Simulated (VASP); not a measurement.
# AlN (P6_3mc) in VASP: settings compared

The runs below take AlN through single point, with r2SCAN, PBE.

Everything below comes from runs of VASP 6.6.1. Logs are shortened: lines on timing, memory, paths and dates and some standing lists are left out, and cuts for length are marked.

### Step 1. The cell of the first run

The structure is hexagonal, space group P6_3mc (No. 186). Conventional cell: a = 3.128 Å, b = 3.128 Å, c = 10.133 Å, α = 90.00°, β = 90.00°, γ = 120.00°. Al (site symmetry 3m) has 4 N at 1.91 to 1.92 Å within 2.5 Å. Within 2.5 Å of Al (site symmetry 3m) lie 4 N at 1.91 Å. Within 2.5 Å of N (site symmetry 3m) lie 4 Al at 1.91 to 1.92 Å. Within 2.5 Å of N (site symmetry 3m) lie 4 Al at 1.91 Å.

### Step 2. Single point, r2SCAN (10.73 Å³/atom)

Input file POSCAR:

```
AlN
1.0
    3.1278299694      0.0000000000      0.0000000000
   -1.5639149847      2.7087802122      0.0000000000
    0.0000000000      0.0000000000     10.1332955681
Al N
4 4
Direct
    0.0000000000      0.0000000000     -0.0012654044
    0.3333333333      0.6666666667      0.2498392886
    0.0000000000      0.0000000000      0.4987345956
    0.6666666667      0.3333333333      0.7498392886
    0.0000000000      0.0000000000      0.1882105911
    0.3333333333      0.6666666667      0.4382155246
    0.0000000000      0.0000000000      0.6882105911
    0.6666666667      0.3333333333      0.9382155246
```

Input file INCAR.step1:

```
SYSTEM = AlN
  PREC = Accurate
  ENCUT = 520
  ISMEAR = 0
  SIGMA = 0.01
  LREAL = .FALSE.
  LASPH = .TRUE.
  NELM = 60
  NBANDS = 26
  GGA = PE
  ALGO = Normal
  EDIFF = 1E-4
  LWAVE = .TRUE.
  LCHARG = .FALSE.
```

Input file INCAR.step2:

```
SYSTEM = AlN
  PREC = Accurate
  ENCUT = 520
  EDIFF = 1E-6
  ISMEAR = 0
  SIGMA = 0.01
  LREAL = .FALSE.
  LASPH = .TRUE.
  NELM = 60
  ALGO = Normal
  ISIF = 2
  LWAVE = .FALSE.
  LCHARG = .FALSE.
  METAGGA = R2SCAN
  LMIXTAU = .TRUE.
  NBANDS = 26
  ISTART = 1
```

Input file KPOINTS:

```
Automatic mesh
0
G
  9 9 2
  0 0 0
```

Potentials or basis: VASP PAW PBE potentials, release 64 (Al, N).

The run is started by

```console
> cat potpaw_PBE.64/Al/POTCAR potpaw_PBE.64/N/POTCAR > POTCAR
> cp INCAR.step1 INCAR
> mpirun -np 1 vasp_std > vasp.out
> cp INCAR.step2 INCAR
> mpirun -np 1 vasp_std > vasp.out
```

OUTCAR:

```text
SYSTEM = AlN
   PREC = Accurate
   ENCUT = 520
   EDIFF = 1E-6
   ISMEAR = 0
   LREAL = .FALSE.
   LASPH = .TRUE.
   NELM = 60
   ISIF = 2
   METAGGA = R2SCAN
   ISTART = 1

 ion  position               nearest neighbor table
   1  0.000  0.000  0.999-   8 1.91   8 1.91   8 1.91   5 1.92   4 3.10   4 3.10   4 3.10   2 3.12
                             2 3.12   2 3.12
   2  0.333  0.667  0.250-   6 1.91   5 1.91   5 1.91   5 1.91   3 3.10   3 3.10   3 3.10   1 3.12
                             1 3.12   1 3.12
   3  0.000  0.000  0.499-   6 1.91   6 1.91   6 1.91   7 1.92   2 3.10   2 3.10   2 3.10   4 3.12
                             4 3.12   4 3.12
   4  0.667  0.333  0.750-   8 1.91   7 1.91   7 1.91   7 1.91   1 3.10   1 3.10   1 3.10   3 3.12
                             3 3.12   3 3.12
   5  0.000  0.000  0.188-   2 1.91   2 1.91   2 1.91   1 1.92
   6  0.333  0.667  0.438-   3 1.91   3 1.91   3 1.91   2 1.91
   7  0.000  0.000  0.688-   4 1.91   4 1.91   4 1.91   3 1.92
   8  0.667  0.333  0.938-   1 1.91   1 1.91   1 1.91   4 1.91

  LATTYP: Found a hexagonal cell.
 ALAT       =     3.1278299694
 C/A-ratio  =     3.2397207224

  Lattice vectors:

 A1 = (   3.1278299694,   0.0000000000,   0.0000000000)
 A2 = (  -1.5639149847,   2.7087802122,   0.0000000000)
 A3 = (   0.0000000000,   0.0000000000,  10.1332955681)

Analysis of symmetry for initial positions (statically):
=====================================================================
 Subroutine PRICEL returns:
 Original cell was already a primitive cell.

 Routine SETGRP: Setting up the symmetry group for a
 hexagonal supercell.

 Subroutine GETGRP returns: Found 12 space group operations
 (whereof  6 operations were pure point group operations)
 out of a pool of 24 trial point group operations.

The static configuration has the point symmetry C_3v.
 The point group associated with its full space group is C_6v.

Analysis of symmetry for dynamics (positions and initial velocities):
=====================================================================
 Subroutine PRICEL returns:
 Original cell was already a primitive cell.

 Routine SETGRP: Setting up the symmetry group for a
 hexagonal supercell.

 Subroutine GETGRP returns: Found 12 space group operations
 (whereof  6 operations were pure point group operations)
 out of a pool of 24 trial point group operations.

The dynamic configuration has the point symmetry C_3v.
 The point group associated with its full space group is C_6v.

 Subroutine INISYM returns: Found 12 space group operations
 (whereof  6 operations are pure point group operations),
 and found     1 'primitive' translations

----------------------------------------------------------------------------------------

                                     Primitive cell

  volume of cell :      85.8554

  direct lattice vectors                    reciprocal lattice vectors
     3.127829969  0.000000000  0.000000000     0.319710473  0.184584928  0.000000000
    -1.563914985  2.708780212  0.000000000     0.000000000  0.369169856  0.000000000
     0.000000000  0.000000000 10.133295568     0.000000000  0.000000000  0.098684578

  length of vectors
     3.127829969  3.127829969 10.133295568     0.369169856  0.369169856  0.098684578

  position of ions in fractional coordinates (direct lattice)
     0.000000000  0.000000000  0.998734596
     0.333333333  0.666666667  0.249839289
     0.000000000  0.000000000  0.498734596
     0.666666667  0.333333333  0.749839289
     0.000000000  0.000000000  0.188210591
     0.333333333  0.666666667  0.438215525
     0.000000000  0.000000000  0.688210591
     0.666666667  0.333333333  0.938215525

  ion indices of the primitive-cell ions
   primitive index   ion index
                 1           1
                 2           2
                 3           3
                 4           4
                 5           5
                 6           6
                 7           7
                 8           8

----------------------------------------------------------------------------------------

 KPOINTS: Automatic mesh

Automatic generation of k-mesh.
 Grid dimensions read from file:
 generate k-points for:    9    9    2

 Generating k-lattice:

  Cartesian coordinates                     Fractional coordinates (reciprocal lattice)
     0.035523386  0.020509436  0.000000000     0.111111111  0.000000000  0.000000000
     0.000000000  0.041018873  0.000000000     0.000000000  0.111111111  0.000000000
     0.000000000  0.000000000  0.049342289     0.000000000  0.000000000  0.500000000

  Length of vectors
     0.041018873  0.041018873  0.049342289

  Shift w.r.t. Gamma in fractional coordinates (k-lattice)
     0.000000000  0.000000000  0.000000000

 Subroutine IBZKPT returns following result:
 ===========================================

 Found     24 irreducible k-points:

 Following reciprocal coordinates:
            Coordinates               Weight
  0.000000  0.000000  0.000000      1.000000
  0.111111 -0.000000  0.000000      6.000000
  0.222222  0.000000  0.000000      6.000000
  0.333333  0.000000  0.000000      6.000000
  0.444444  0.000000  0.000000      6.000000
  0.111111  0.111111  0.000000      6.000000
[... 16 lines left out ...]
  0.333333  0.222222  0.500000     12.000000
  0.333333  0.333333  0.500000      2.000000
   k-points           NKPTS =     24   k-points in BZ     NKDIM =     24   number of bands    NBANDS=     26
   number of dos      NEDOS =    301   number of ions     NIONS =      8
   total plane-waves  NPLWV =  46080
   dimension x,y,z NGX =    24 NGY =   24 NGZ =   80
   dimension x,y,z NGXF=    48 NGYF=   48 NGZF=  160
   ions per type =               4   4
   NGX,Y,Z   is equivalent  to a cutoff of  12.76, 12.76, 13.12 a.u.
   NGXF,Y,Z  is equivalent  to a cutoff of  25.51, 25.51, 26.25 a.u.
 SYSTEM =  AlN
   PREC   = accura    normal or accurate (medium, high low for compatibility)
   ISTART =      1    job   : 0-new  1-cont  2-samecut
   ICHARG =      0    charge: 1-file 2-atom 10-const
   ISPIN  =      1    spin polarized calculation?
   LNONCOLLINEAR =      F non collinear calculations
   LSORBIT =      F    spin-orbit coupling
   LASPH  =      T    aspherical Exc in radial PAW
   ENCUT  =  520.0 eV  38.22 Ry    6.18 a.u.   5.82  5.82 18.84*2*pi/ulx,y,z
   NELM   =     60;   NELMIN=  2; NELMDL=  0     # of ELM steps
   EDIFF  = 0.1E-05   stopping-criterion for ELM
   LREAL  =      F    real-space projection
   EDIFFG = 0.1E-04   stopping-criterion for IOM
   NSW    =      0    number of steps for IOM
   IBRION =     -1    ionic relax: 0-MD 1-quasi-New 2-CG
   NFREE  =      0    steps in history (QN), initial steepest desc. (CG)
   ISIF   =      2    stress and relaxation
   ISYM   =      2    0-nonsym 1-usesym 2-fastsym
   POTIM  = 0.5000    time-step for ionic-motion
   TEBEG  =    0.0;   TEEND  =   0.0 temperature during run
   PSTRESS=    0.0 pullay stress
   NELECT =      32.0000    total number of electrons
   NUPDOWN=      -1.0000    fix difference up-down
   EMIN   =  10.00;   EMAX   =-10.00  energy-range for DOS
   EFERMI =   0.00;   METHOD = LEGACY
   ISMEAR =     0;   SIGMA  =   0.01  broadening in eV -4-tet -1-fermi 0-gaus
   EFERMI_NEDOS =   21; number of points for ismear=-14 and -15
   IALGO  =     38    algorithm
   IMIX   =      4    mixing-type and parameters
     AMIX     =   0.40;   BMIX     =  1.00
     AMIX_MAG =   1.60;   BMIX_MAG =  1.00
  volume/ion in A,a.u.               =      10.73        72.42
  Fermi-wavevector in a.u.,A,eV,Ry     =   1.178155  2.226389 18.885543  1.388048
  Thomas-Fermi vector in A             =   2.314489
   LORBIT       =      0    0 simple, 1 ext, 2 COOP (PROOUT), +10 PAW based schemes
   METAGGA = R2SCAN    functional components
   LHFCALC =     F    Hartree Fock is set to
   AEXX    =    0.0000 exact exchange contribution
   IVDW    =     0    specifies the selected vdW correction
   LEPSILON=     F    determine dielectric tensor
   LRPA    =     F    only Hartree local field effects (RPA)
 non-spin polarized calculation
 Gauss-broadening in eV      SIGMA  =   0.01
  energy-cutoff  :      520.00
  volume of cell :       85.86
 maximum number of plane-waves:      2344
 NGX is ok and might be reduce to    24
   NGX = 11   NGY = 11   NGZ = 37

 number of electron      31.9999998 magnetization

 Free energy of the ion-electron system (eV)
  ---------------------------------------------------
  ext. energy  EPLUGINS =         0.00000000
  ---------------------------------------------------
  free energy    TOTEN  =       -76.76125224 eV

  energy without entropy =      -76.76125224  energy(sigma->0) =      -76.76125224

 E-fermi :   5.5731     XC(G=0): -11.2804

 val. band max:        5.5098873959   @ k =   0.0000   0.0000   0.0000
 cond. band min:      10.1356806052   @ k =   0.0000   0.0000   0.0000
 fundamental gap:      4.6257932093
 Fermi energy:         5.5731342813

 k-point     1 :       0.0000    0.0000    0.0000
  band No.  band energies     occupation
      1     -10.1602      2.00000
      2      -9.3454      2.00000
      3      -9.3091      2.00000
      4      -8.1895      2.00000
      5      -0.3317      2.00000
      6       2.2014      2.00000
[... 18 lines left out ...]
     25      17.2213      0.00000
     26      17.8576      0.00000

 k-point     2 :       0.1111   -0.0000    0.0000
  band No.  band energies     occupation
      1     -10.0065      2.00000
      2      -9.2135      2.00000
      3      -9.1771      2.00000
      4      -8.1026      2.00000
      5      -0.1426      2.00000
      6       2.1619      2.00000
[... 18 lines left out ...]
     25      17.5600      0.00000
[... 608 lines left out ...]
     25      17.7527      0.00000
     26      17.7527      0.00000

 k-point    24 :       0.3333    0.3333    0.5000
  band No.  band energies     occupation
      1      -7.7821      2.00000
      2      -7.7821      2.00000
      3      -7.7583      2.00000
      4      -7.7583      2.00000
      5       0.8501      2.00000
      6       0.8501      2.00000
[... 18 lines left out ...]
     25      18.1490      0.00000
     26      18.1490      0.00000

------------------------ aborting loop because EDIFF is reached ----------------------------------------

  FORCE on cell =-STRESS in cart. coord.  units (eV):
  Direction    XX          YY          ZZ          XY          YZ          ZX
  --------------------------------------------------------------------------------------
  -------------------------------------------------------------------------------------
  Total       -3.4022501     -3.4022501     -3.2978553      0.0000000      0.0000000      0.0000000
  in kB      -63.4905669    -63.4905669    -61.5424198      0.0000000      0.0000000      0.0000000
  external PRESSURE =     -62.8411845 kB  Pullay stress =       0.0000000 kB

 VOLUME and BASIS-vectors are now :
 -----------------------------------------------------------------------------
  energy-cutoff  :      520.00
  volume of cell :       85.86
      direct lattice vectors                 reciprocal lattice vectors
     3.127829969  0.000000000  0.000000000     0.319710473  0.184584928  0.000000000
    -1.563914985  2.708780212  0.000000000     0.000000000  0.369169856  0.000000000
     0.000000000  0.000000000 10.133295568     0.000000000  0.000000000  0.098684578

 POSITION                                       TOTAL-FORCE (eV/Angst)
 -----------------------------------------------------------------------------------
      0.00000      0.00000     10.12047         0.000000     -0.000000      0.006782
     -0.00000      1.80585      2.53170         0.000000     -0.000000      0.000050
      0.00000      0.00000      5.05383        -0.000000      0.000000      0.006782
      1.56391      0.90293      7.59834        -0.000000      0.000000      0.000050
      0.00000      0.00000      1.90719         0.000000     -0.000000      0.002166
     -0.00000      1.80585      4.44057         0.000000     -0.000000     -0.008997
      0.00000      0.00000      6.97384         0.000000      0.000000      0.002166
      1.56391      0.90293      9.50722         0.000000      0.000000     -0.008997
 -----------------------------------------------------------------------------------
    total drift:                               -0.000000     -0.000000     -0.030114

  FREE ENERGIE OF THE ION-ELECTRON SYSTEM (eV)
  ---------------------------------------------------
  free  energy   TOTEN  =       -76.7612522405 eV

  energy  without entropy=      -76.7612522405  energy(sigma->0) =      -76.76125224
```

Run time: 3.8 min. Hardware: 1 thread of Intel Xeon 8259CL, shared host; peak memory 0.22 GiB.

Results:

```yaml
Free_energy: -76.7613 eV
Pressure: -6.3 GPa
Largest_force: 0.009 eV/Å
Band_gap_on_the_k_mesh: 4.63 eV
```

Forces in eV/Å, atoms in the order of the input:
```
Al   0.000  0.000  0.007
Al   0.000  0.000  0.000
Al   0.000  0.000  0.007
Al   0.000  0.000  0.000
N    0.000  0.000  0.002
N    0.000  0.000 -0.009
N    0.000  0.000  0.002
N    0.000  0.000 -0.009
```

Stress tensor (GPa, compression positive):
```
-6.35  0.00  0.00
 0.00 -6.35  0.00
 0.00  0.00 -6.15
```

Caveat: the cell stands under tension; the PAW data sets were made with another functional, which shifts forces and pressure a little; an odd mesh through Γ misses points on the zone boundary, where band edges can lie.

### Step 3. Single point, r2SCAN (11.04 Å³/atom)

This run uses another cell than the first one, of 11.04 Å³/atom.

POSCAR: that of step 2 with these lines changed.

```diff
@@ -2,5 +2,5 @@
 1.0
-    3.1278299694      0.0000000000      0.0000000000
-   -1.5639149847      2.7087802122      0.0000000000
-    0.0000000000      0.0000000000     10.1332955681
+    3.1579071026      0.0000000000      0.0000000000
+   -1.5789535514      2.7348277737      0.0000000000
+    0.0000000000      0.0000000000     10.2307370800
 Al N
```

Input file INCAR.step1:

```
SYSTEM = AlN
PREC = Accurate
ENCUT = 520
ISMEAR = 0
SIGMA = 0.01
LREAL = .FALSE.
LASPH = .TRUE.
NELM = 100
NBANDS = 26
GGA = PE
ALGO = Normal
EDIFF = 1E-4
LWAVE = .TRUE.
LCHARG = .FALSE.
```

Input file INCAR.step2:

```
SYSTEM = AlN
PREC = Accurate
ENCUT = 520
EDIFF = 1E-6
ISMEAR = 0
SIGMA = 0.01
LREAL = .FALSE.
LASPH = .TRUE.
NELM = 100
ALGO = Normal
ISIF = 2
LWAVE = .FALSE.
LCHARG = .FALSE.
METAGGA = R2SCAN
LMIXTAU = .TRUE.
NBANDS = 26
ISTART = 1
```

Input file KPOINTS:

```
regular mesh
0
G
  9 9 2
  0 0 0
```

Potentials or basis: VASP PAW PBE potentials, release 64 (Al, N).

The run is started by

```console
> cat potpaw_PBE.64/Al/POTCAR potpaw_PBE.64/N/POTCAR > POTCAR
> cp INCAR.step1 INCAR
> mpirun -np 1 vasp_std > vasp.out
> cp INCAR.step2 INCAR
> mpirun -np 1 vasp_std > vasp.out
```

Wall time 4 min (1 thread of Intel Xeon 8259CL, shared host); peak memory 0.22 GiB.

It converged, with:

```
Free energy            : -76.6246 eV
Pressure               : -11.4 GPa
Largest force          : 0.018 eV/Å
Band gap on the k mesh : 4.37 eV
```

Forces on the atoms (eV/Å):
```
Al   0.000  0.000  0.012
Al   0.000  0.000  0.004
Al   0.000  0.000  0.012
Al   0.000  0.000  0.004
N    0.000  0.000  0.003
N    0.000  0.000 -0.018
N    0.000  0.000  0.003
N    0.000  0.000 -0.018
```

Stress tensor (GPa, compression positive):
```
-11.49   0.00   0.00
  0.00 -11.49   0.00
  0.00   0.00 -11.14
```

Levels at points of the mesh, in eV from the valence-band top:
```
           k point  band 13  band 14  band 15  band 16  band 17  band 18  band 19  band 20
(0.00, 0.00, 0.00)    -0.35    -0.09    -0.09     0.00     4.37     6.58     6.85     7.35
(0.00, 0.00, 0.50)    -0.18    -0.18    -0.18    -0.18     5.33     5.33     7.31     7.31
```

Caveat: the cell stands under tension; the PAW data sets were made with another functional, which shifts forces and pressure a little; an odd mesh through Γ misses points on the zone boundary, where band edges can lie.

### Step 4. Single point, PBE

This run uses another cell than the first one, of 10.42 Å³/atom.

Input file INCAR:

```
  PREC = Accurate
  ENCUT = 520
  EDIFF = 1E-7
  ISMEAR = 0
  SIGMA = 0.01
  LREAL = False
  LASPH = True
  NELM = 100
  ALGO = Normal
  ISIF = 2
  LWAVE = False
  LCHARG = True
  GGA = PE
  LELF = True
  LVHAR = True
  NBANDS = 26
```

Input file KPOINTS:

```
regular mesh
0
Gamma
  12 12 4
```

POSCAR: that of step 3 with these lines changed.

```diff
@@ -2,5 +2,5 @@
 1.0
-    3.1579071026      0.0000000000      0.0000000000
-   -1.5789535514      2.7348277737      0.0000000000
-    0.0000000000      0.0000000000     10.2307370800
+    3.0971629948      0.0000000000      0.0000000000
+   -1.5485814974      2.6822218332      0.0000000000
+    0.0000000000      0.0000000000     10.0339431351
 Al N
```

The run is started by

```console
> cat potpaw_PBE.64/Al/POTCAR potpaw_PBE.64/N/POTCAR > POTCAR
> mpirun -np 1 vasp_std > vasp.out
```

It took 3.2 min on 1 thread of Intel Xeon 8259CL, shared host; peak memory 0.25 GiB.

Results (log left out):

```
Free energy            : -59.4464 eV
Pressure               : 4.4 GPa
Largest force          : 0.008 eV/Å
Band gap on the k mesh : 4.04 eV (least direct gap 4.21 eV)
```

Forces in eV/Å, atoms in the order of the input:
```
Al   0.000  0.000  0.000
Al   0.000  0.000 -0.008
Al   0.000  0.000  0.000
Al   0.000  0.000 -0.008
N    0.000  0.000  0.002
N    0.000  0.000  0.006
N    0.000  0.000  0.002
N    0.000  0.000  0.006
```

Levels at points of the mesh, in eV from the valence-band top:
| k point | band 12 | band 13 | band 14 | band 15 | band 16 | band 17 | band 18 | band 19 | band 20 | band 21 |
| --- | --- | --- | --- | --- | --- | --- | --- | --- | --- | --- |
| (0.00, 0.00, 0.00) | -0.35 | -0.35 | -0.09 | -0.09 | 0.00 | 4.21 | 6.34 | 6.63 | 7.05 | 10.20 |
| (0.50, 0.00, 0.00) | -1.32 | -1.30 | -1.26 | -0.76 | -0.57 | 4.04 | 4.69 | 7.01 | 7.28 | 8.07 |
| (0.00, 0.00, 0.50) | -0.57 | -0.18 | -0.18 | -0.18 | -0.18 | 5.16 | 5.16 | 7.03 | 7.03 | 10.17 |
| (0.50, 0.00, 0.50) | -1.75 | -1.34 | -1.34 | -0.81 | -0.81 | 4.60 | 4.60 | 6.66 | 6.66 | 8.76 |

Caveat: the cell stands under pressure.

[end of part 1 of 2]
